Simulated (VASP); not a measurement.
# KCl in VASP: further runs

Runs on KCl. Level: PBE. Tasks: electric field gradients.

Program: VASP 6.6.1. These are calculated values, not measurements. Logs are shortened: lines on timing, memory, paths and dates and some standing lists are left out, and cuts for length are marked.

### Step 1. The cell of the first run

Symmetry: Fm-3m, No. 225, cubic system. The conventional cell has a = 6.227 Å, b = 6.227 Å, c = 6.227 Å, α = 90.00°, β = 90.00°, γ = 90.00°. K (site symmetry m-3m) has 6 Cl at 3.11 Å within 4.1 Å. Within 4.1 Å of Cl (site symmetry m-3m) lie 6 K at 3.11 Å.

### Step 2. Electric field gradients, PBE (30.18 Å³/atom)

Input file INCAR:

```
SYSTEM = KCl
PREC = Accurate
ENCUT = 400
EDIFF = 1E-8
ISMEAR = -1
SIGMA = 0.03
LREAL = .FALSE.
LASPH = .TRUE.
NELM = 120
ALGO = Normal
ISIF = 2
LWAVE = .FALSE.
LCHARG = .FALSE.
GGA = PE
LEFG = .TRUE.
NBANDS = 15
GGA_COMPAT = .FALSE.
```

Input file KPOINTS:

```
Automatic mesh
0
G
  7 7 7
  0 0 0
```

Input file POSCAR:

```
KCl
1.0
    0.0000000000      3.1134447711      3.1134447711
    3.1134447711      0.0000000000      3.1134447711
    3.1134447711      3.1134447711      0.0000000000
K Cl
1 1
Direct
    0.0000000000      0.0000000000      0.0000000000
    0.5000000000      0.5000000000      0.5000000000
```

Potentials or basis: VASP PAW PBE potentials, release 64 (K_sv, Cl).

On the command line:

```console
$ cat potpaw_PBE.64/K_sv/POTCAR potpaw_PBE.64/Cl/POTCAR > POTCAR
$ mpirun -np 1 vasp_std > vasp.out
```

OUTCAR:

```text
SYSTEM = KCl
   PREC = Accurate
   ENCUT = 400
   EDIFF = 1E-8
   ISMEAR = -1
   LREAL = .FALSE.
   LASPH = .TRUE.
   NELM = 120
   ISIF = 2
   GGA = PE

 ion  position               nearest neighbor table
   1  0.000  0.000  0.000-   2 3.11   2 3.11   2 3.11   2 3.11   2 3.11   2 3.11
   2  0.500  0.500  0.500-   1 3.11   1 3.11   1 3.11   1 3.11   1 3.11   1 3.11

  LATTYP: Found a face centered cubic cell.
 ALAT       =     6.2268895422

  Lattice vectors:

 A1 = (   0.0000000000,   3.1134447711,   3.1134447711)
 A2 = (   3.1134447711,   0.0000000000,   3.1134447711)
 A3 = (   3.1134447711,   3.1134447711,   0.0000000000)

Analysis of symmetry for initial positions (statically):
=====================================================================
 Subroutine PRICEL returns:
 Original cell was already a primitive cell.

 Routine SETGRP: Setting up the symmetry group for a
 face centered cubic supercell.

 Subroutine GETGRP returns: Found 48 space group operations
 (whereof 48 operations were pure point group operations)
 out of a pool of 48 trial point group operations.

The static configuration has the point symmetry O_h .

Analysis of symmetry for dynamics (positions and initial velocities):
=====================================================================
 Subroutine PRICEL returns:
 Original cell was already a primitive cell.

 Routine SETGRP: Setting up the symmetry group for a
 face centered cubic supercell.

 Subroutine GETGRP returns: Found 48 space group operations
 (whereof 48 operations were pure point group operations)
 out of a pool of 48 trial point group operations.

The dynamic configuration has the point symmetry O_h .

 Subroutine INISYM returns: Found 48 space group operations
 (whereof 48 operations are pure point group operations),
 and found     1 'primitive' translations

----------------------------------------------------------------------------------------

                                     Primitive cell

  volume of cell :      60.3606

  direct lattice vectors                    reciprocal lattice vectors
     0.000000000  3.113444771  3.113444771    -0.160593823  0.160593823  0.160593823
     3.113444771  0.000000000  3.113444771     0.160593823 -0.160593823  0.160593823
     3.113444771  3.113444771  0.000000000     0.160593823  0.160593823 -0.160593823

  length of vectors
     4.403075821  4.403075821  4.403075821     0.278156662  0.278156662  0.278156662

  position of ions in fractional coordinates (direct lattice)
     0.000000000  0.000000000  0.000000000
     0.500000000  0.500000000  0.500000000

  ion indices of the primitive-cell ions
   primitive index   ion index
                 1           1
                 2           2

----------------------------------------------------------------------------------------

 KPOINTS: Automatic mesh

Automatic generation of k-mesh.
 Grid dimensions read from file:
 generate k-points for:    7    7    7

 Generating k-lattice:

  Cartesian coordinates                     Fractional coordinates (reciprocal lattice)
    -0.022941975  0.022941975  0.022941975     0.142857143  0.000000000  0.000000000
     0.022941975 -0.022941975  0.022941975     0.000000000  0.142857143  0.000000000
     0.022941975  0.022941975 -0.022941975     0.000000000  0.000000000  0.142857143

  Length of vectors
     0.039736666  0.039736666  0.039736666

  Shift w.r.t. Gamma in fractional coordinates (k-lattice)
     0.000000000  0.000000000  0.000000000

 Subroutine IBZKPT returns following result:
 ===========================================

 Found     20 irreducible k-points:

 Following reciprocal coordinates:
            Coordinates               Weight
  0.000000  0.000000  0.000000      1.000000
  0.142857  0.000000  0.000000      8.000000
  0.285714  0.000000  0.000000      8.000000
  0.428571  0.000000  0.000000      8.000000
  0.142857  0.142857  0.000000      6.000000
  0.285714  0.142857  0.000000     24.000000
[... 12 lines left out ...]
 -0.428571  0.428571  0.142857     24.000000
 -0.285714  0.428571  0.142857     24.000000
   k-points           NKPTS =     20   k-points in BZ     NKDIM =     20   number of bands    NBANDS=     15
   number of dos      NEDOS =    301   number of ions     NIONS =      2
   total plane-waves  NPLWV =  27000
   dimension x,y,z NGX =    30 NGY =   30 NGZ =   30
   dimension x,y,z NGXF=    60 NGYF=   60 NGZF=   60
   ions per type =               1   1
   NGX,Y,Z   is equivalent  to a cutoff of  11.33, 11.33, 11.33 a.u.
   NGXF,Y,Z  is equivalent  to a cutoff of  22.65, 22.65, 22.65 a.u.
 SYSTEM =  KCl
   PREC   = accura    normal or accurate (medium, high low for compatibility)
   ISTART =      0    job   : 0-new  1-cont  2-samecut
   ICHARG =      2    charge: 1-file 2-atom 10-const
   ISPIN  =      1    spin polarized calculation?
   LNONCOLLINEAR =      F non collinear calculations
   LSORBIT =      F    spin-orbit coupling
   LASPH  =      T    aspherical Exc in radial PAW
   ENCUT  =  400.0 eV  29.40 Ry    5.42 a.u.   7.18  7.18  7.18*2*pi/ulx,y,z
   NELM   =    120;   NELMIN=  2; NELMDL= -5     # of ELM steps
   EDIFF  = 0.1E-07   stopping-criterion for ELM
   LREAL  =      F    real-space projection
   EDIFFG = 0.1E-06   stopping-criterion for IOM
   NSW    =      0    number of steps for IOM
   IBRION =     -1    ionic relax: 0-MD 1-quasi-New 2-CG
   NFREE  =      0    steps in history (QN), initial steepest desc. (CG)
   ISIF   =      2    stress and relaxation
   ISYM   =      2    0-nonsym 1-usesym 2-fastsym
   POTIM  = 0.5000    time-step for ionic-motion
   TEBEG  =    0.0;   TEEND  =   0.0 temperature during run
   PSTRESS=    0.0 pullay stress
   NELECT =      16.0000    total number of electrons
   NUPDOWN=      -1.0000    fix difference up-down
   EMIN   =  10.00;   EMAX   =-10.00  energy-range for DOS
   EFERMI =   0.00;   METHOD = LEGACY
   ISMEAR =    -1;   SIGMA  =   0.03  broadening in eV -4-tet -1-fermi 0-gaus
   EFERMI_NEDOS =   21; number of points for ismear=-14 and -15
   IALGO  =     38    algorithm
   IMIX   =      4    mixing-type and parameters
     AMIX     =   0.40;   BMIX     =  1.00
     AMIX_MAG =   1.60;   BMIX_MAG =  1.00
  volume/ion in A,a.u.               =      30.18       203.67
  Fermi-wavevector in a.u.,A,eV,Ry     =   1.051632  1.987296 15.047080  1.105929
  Thomas-Fermi vector in A             =   2.186682
   LORBIT       =      0    0 simple, 1 ext, 2 COOP (PROOUT), +10 PAW based schemes
   GGA     = PE    functional components
   LHFCALC =     F    Hartree Fock is set to
   AEXX    =    0.0000 exact exchange contribution
   IVDW    =     0    specifies the selected vdW correction
   LEPSILON=     F    determine dielectric tensor
   LRPA    =     F    only Hartree local field effects (RPA)
 non-spin polarized calculation
  energy-cutoff  :      400.00
  volume of cell :       60.36
 maximum number of plane-waves:      1117
 NGX is ok and might be reduce to    30
   NGX = 15   NGY = 15   NGZ = 15

 number of electron      16.0000004 magnetization

 Free energy of the ion-electron system (eV)
  ---------------------------------------------------
  ext. energy  EPLUGINS =         0.00000000
  ---------------------------------------------------
  free energy    TOTEN  =        -6.78951287 eV

  energy without entropy =       -6.78951287  energy(sigma->0) =       -6.78951287

 E-fermi :  -0.9809     XC(G=0):  -7.6693

 val. band max:       -1.7115173177   @ k =   0.0000   0.0000   0.0000
 cond. band min:       3.5857376121   @ k =   0.0000   0.0000   0.0000
 fundamental gap:      5.2972549298
 Fermi energy:        -0.9809198550

 k-point     1 :       0.0000    0.0000    0.0000
  band No.  band energies     occupation
      1     -28.8348      2.00000
      2     -13.8683      2.00000
      3     -12.2956      2.00000
      4     -12.2956      2.00000
      5     -12.2956      2.00000
      6      -1.7115      2.00000
      7      -1.7115      2.00000
      8      -1.7115      2.00000
      9       3.5857      0.00000
     10       6.6842      0.00000
     11       6.6842      0.00000
     12       6.6842      0.00000
     13       7.5784      0.00000
     14       7.5784      0.00000
[... 329 lines left out ...]
      2     -13.8803      2.00000
      3     -12.4141      2.00000
      4     -12.3734      2.00000
      5     -12.1981      2.00000
      6      -2.3224      2.00000
      7      -2.2346      2.00000
      8      -2.0943      2.00000
      9       6.0527      0.00000
     10       6.7854      0.00000
     11       7.9713      0.00000
     12       8.3478      0.00000
     13       9.7930      0.00000
     14       9.9107      0.00000
     15      10.8064      0.00000

------------------------ aborting loop because EDIFF is reached ----------------------------------------

  FORCE on cell =-STRESS in cart. coord.  units (eV):
  Direction    XX          YY          ZZ          XY          YZ          ZX
  --------------------------------------------------------------------------------------
  -------------------------------------------------------------------------------------
  Total        0.5534305      0.5534305      0.5534305     -0.0000000     -0.0000000     -0.0000000
  in kB       14.6899448     14.6899448     14.6899448     -0.0000000     -0.0000000     -0.0000000
  external PRESSURE =      14.6899448 kB  Pullay stress =       0.0000000 kB

 VOLUME and BASIS-vectors are now :
 -----------------------------------------------------------------------------
  energy-cutoff  :      400.00
  volume of cell :       60.36
      direct lattice vectors                 reciprocal lattice vectors
     0.000000000  3.113444771  3.113444771    -0.160593823  0.160593823  0.160593823
     3.113444771  0.000000000  3.113444771     0.160593823 -0.160593823  0.160593823
     3.113444771  3.113444771  0.000000000     0.160593823  0.160593823 -0.160593823

 POSITION                                       TOTAL-FORCE (eV/Angst)
 -----------------------------------------------------------------------------------
      0.00000      0.00000      0.00000        -0.000000      0.000000     -0.000000
      3.11344      3.11344      3.11344         0.000000     -0.000000      0.000000
 -----------------------------------------------------------------------------------
    total drift:                                0.000000      0.000000      0.000000

  FREE ENERGIE OF THE ION-ELECTRON SYSTEM (eV)
  ---------------------------------------------------
  free  energy   TOTEN  =        -6.7895128669 eV

  energy  without entropy=       -6.7895128669  energy(sigma->0) =       -6.78951287

 Electric field gradients (V/A^2)
---------------------------------------------------------------------
 ion       V_xx      V_yy      V_zz      V_xy      V_xz      V_yz
---------------------------------------------------------------------
   1       0.000     0.000     0.000     0.000     0.000     0.000
   2      -0.000    -0.000    -0.000    -0.001    -0.001    -0.001
---------------------------------------------------------------------

 Electric field gradients after diagonalization (V/A^2)
 (convention: |V_zz| > |V_xx| > |V_yy|)
----------------------------------------------------------------------
 ion       V_xx      V_yy      V_zz     asymmetry (V_yy - V_xx)/ V_zz
----------------------------------------------------------------------
   1      -0.000    -0.000     0.000       0.000
   2       0.001     0.001    -0.001       0.000
----------------------------------------------------------------------

           NMR quadrupolar parameters

 Cq : quadrupolar parameter    Cq=e*Q*V_zz/h
 eta: asymmetry parameters     (V_yy - V_xx)/ V_zz
 Q  : nuclear electric quadrupole moment in mb (millibarn)
----------------------------------------------------------------------
 ion       Cq(MHz)       eta       Q (mb)
----------------------------------------------------------------------
   1       0.000       0.000       1.000
   2      -0.000       0.000       1.000
----------------------------------------------------------------------
```

Wall time 28 s (1 thread of AMD EPYC 7R13, shared host); peak memory 0.14 GiB.

What came out:

| Property | Result |
| --- | --- |
| Free energy | -6.7895 eV |
| Pressure | 1.5 GPa |
| Band gap on the k mesh | 5.30 eV |
| Largest electric field gradient by atom | zero within the noise of the run |

Caveat: an odd mesh through Γ misses points on the zone boundary, where band edges can lie.

### Step 3. Electric field gradients, PBE (32.70 Å³/atom)

This run uses another cell than the first one, of 32.70 Å³/atom.

Input file INCAR:

```
PREC = Accurate ; ENCUT = 400
EDIFF = 1E-8 ; ISMEAR = -1
SIGMA = 0.03 ; LREAL = F
LASPH = T ; NELM = 120
ALGO = Normal ; ISIF = 2
LWAVE = F ; LCHARG = F
GGA = PE ; LEFG = T
NBANDS = 15 ; GGA_COMPAT = F
```

Input file KPOINTS:

```
Automatic mesh
0
Gamma
  7 7 7
```

Input file POSCAR:

```
KCl
1.0
    0.0000000000      3.1976323944      3.1976323944
    3.1976323944      0.0000000000      3.1976323944
    3.1976323944      3.1976323944      0.0000000000
K Cl
1 1
Direct
    0.0000000000      0.0000000000      0.0000000000
    0.5000000000      0.5000000000      0.5000000000
```

Potentials or basis: VASP PAW PBE potentials, release 64 (K_sv, Cl).

On the command line:

```console
$ cat potpaw_PBE.64/K_sv/POTCAR potpaw_PBE.64/Cl/POTCAR > POTCAR
$ mpirun -np 1 vasp_std > vasp.out
```

OUTCAR:

```text
PREC = Accurate
   ENCUT = 400
   EDIFF = 1E-8
   ISMEAR = -1
   LREAL = F
   LASPH = T
   NELM = 120
   ISIF = 2
   GGA = PE

 ion  position               nearest neighbor table
   1  0.000  0.000  0.000-   2 3.20   2 3.20   2 3.20   2 3.20   2 3.20   2 3.20
   2  0.500  0.500  0.500-   1 3.20   1 3.20   1 3.20   1 3.20   1 3.20   1 3.20

  LATTYP: Found a face centered cubic cell.
 ALAT       =     6.3952647888

  Lattice vectors:

 A1 = (   0.0000000000,   3.1976323944,   3.1976323944)
 A2 = (   3.1976323944,   0.0000000000,   3.1976323944)
 A3 = (   3.1976323944,   3.1976323944,   0.0000000000)

Analysis of symmetry for initial positions (statically):
=====================================================================
 Subroutine PRICEL returns:
 Original cell was already a primitive cell.

 Routine SETGRP: Setting up the symmetry group for a
 face centered cubic supercell.

 Subroutine GETGRP returns: Found 48 space group operations
[... 540 lines left out ...]
  volume of cell :       65.39
      direct lattice vectors                 reciprocal lattice vectors
     0.000000000  3.197632394  3.197632394    -0.156365691  0.156365691  0.156365691
     3.197632394  0.000000000  3.197632394     0.156365691 -0.156365691  0.156365691
     3.197632394  3.197632394  0.000000000     0.156365691  0.156365691 -0.156365691

 POSITION                                       TOTAL-FORCE (eV/Angst)
 -----------------------------------------------------------------------------------
      0.00000      0.00000      0.00000        -0.000000     -0.000000     -0.000000
      3.19763      3.19763      3.19763         0.000000      0.000000      0.000000
 -----------------------------------------------------------------------------------
    total drift:                                0.000000      0.000000      0.000000

  FREE ENERGIE OF THE ION-ELECTRON SYSTEM (eV)
  ---------------------------------------------------
  free  energy   TOTEN  =        -6.8107723760 eV

  energy  without entropy=       -6.8107723760  energy(sigma->0) =       -6.81077238

 Electric field gradients (V/A^2)
---------------------------------------------------------------------
 ion       V_xx      V_yy      V_zz      V_xy      V_xz      V_yz
---------------------------------------------------------------------
   1      -0.000    -0.000    -0.000     0.001     0.001     0.001
   2      -0.000     0.000    -0.000    -0.001    -0.001    -0.001
---------------------------------------------------------------------

 Electric field gradients after diagonalization (V/A^2)
 (convention: |V_zz| > |V_xx| > |V_yy|)
----------------------------------------------------------------------
 ion       V_xx      V_yy      V_zz     asymmetry (V_yy - V_xx)/ V_zz
----------------------------------------------------------------------
   1      -0.001    -0.001     0.001       0.000
   2       0.001     0.001    -0.002       0.000
----------------------------------------------------------------------

           NMR quadrupolar parameters

 Cq : quadrupolar parameter    Cq=e*Q*V_zz/h
 eta: asymmetry parameters     (V_yy - V_xx)/ V_zz
 Q  : nuclear electric quadrupole moment in mb (millibarn)
----------------------------------------------------------------------
 ion       Cq(MHz)       eta       Q (mb)
----------------------------------------------------------------------
   1       0.000       0.000       1.000
   2      -0.000       0.000       1.000
----------------------------------------------------------------------
```

It took 31 s on 1 thread of AMD EPYC 7R13, shared host; peak memory 0.13 GiB.

What came out:

```yaml
Free_energy: -6.8108 eV
Pressure: -0.1 GPa
Band_gap_on_the_k_mesh: 5.02 eV
Largest_electric_field_gradient_by_atom: zero within the noise of the run
```

Levels at points of the mesh, in eV from the valence-band top:
```csv
k point,band 5,band 6,band 7,band 8,band 9,band 10,band 11,band 12
"(0.00, 0.00, 0.00)",-10.78,0.00,0.00,0.00,5.02,8.35,8.35,8.35
```

Caveat: an odd mesh through Γ misses points on the zone boundary, where band edges can lie.

(Continued in part 2 of 3.)
